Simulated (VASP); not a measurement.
Set up this calculation in VASP 6.6.1, as the native input.

* Task: single point
* Functional: PBE
* Potentials or basis: VASP PAW PBE potentials, release 64 (K_sv, Nd_3, Sb), 4f in core
* Cutoff: 500 eV
* k mesh: 12 × 12 × 4
* Occupations: gaussian, width 0.1 eV
* Spin: no spin polarisation
* Dipole correction: no
* Further INCAR settings: ALGO = Normal; EDIFF = 1e-06; NBANDS = 32

The structure of KNd2Sb3 lies in POSCAR:

```
KNd2Sb3
1.0
    4.4355565069      0.0000000000      0.0000000000
   -2.2177782534      3.8413046149      0.0000000000
    0.0000000000      0.0000000000     12.6691867583
K Nd Sb
1 2 3
Direct
    0.0000000000      0.0000000000      0.0000000000
    0.3333333333      0.6666666667      0.6526024299
    0.6666666667      0.3333333333      0.3473975701
    0.3333333333      0.6666666667      0.1994414499
    0.0000000000      0.0000000000      0.5000000000
    0.6666666667      0.3333333333      0.8005585501
```

The cell was generated, and may not be a known phase.

These files were run (other wordings do the same):

INCAR

```
ALGO = Normal
EDIFF = 1E-6
ENCUT = 500
GGA = PE
GGA_COMPAT = F
ISIF = 2
ISMEAR = 0
LASPH = T
LCHARG = F
LMAXMIX = 6
LREAL = F
LWAVE = F
NBANDS = 32
NELM = 200
PREC = Accurate
SIGMA = 0.1
```

KPOINTS

```
k-points
0
Gamma
  12 12 4
```

Potentials or basis: VASP PAW PBE potentials, release 64 (K_sv, Nd_3, Sb), 4f in core.

Run with:

```console
$ cat potpaw_PBE.64/K_sv/POTCAR potpaw_PBE.64/Nd_3/POTCAR potpaw_PBE.64/Sb/POTCAR > POTCAR
$ mpirun -np 1 vasp_std > vasp.out
```

Results of the run:

```json
{
 "Pressure": "0.2 GPa",
 "Largest force": "0.030 eV/Å",
 "Band gap on the k mesh": "zero (bands 23 and 24 overlap by 1.97 eV)"
}
```

Caveat: spin-orbit coupling is left out, which moves the levels of the heavy elements; the 4f electrons are frozen in the core, so they carry no moment and show no levels.

Wall time 4.2 min on 1 thread of Intel(R) Xeon(R) 6975P-C (Granite Rapids), on a shared host, peak memory 0.59 GiB.
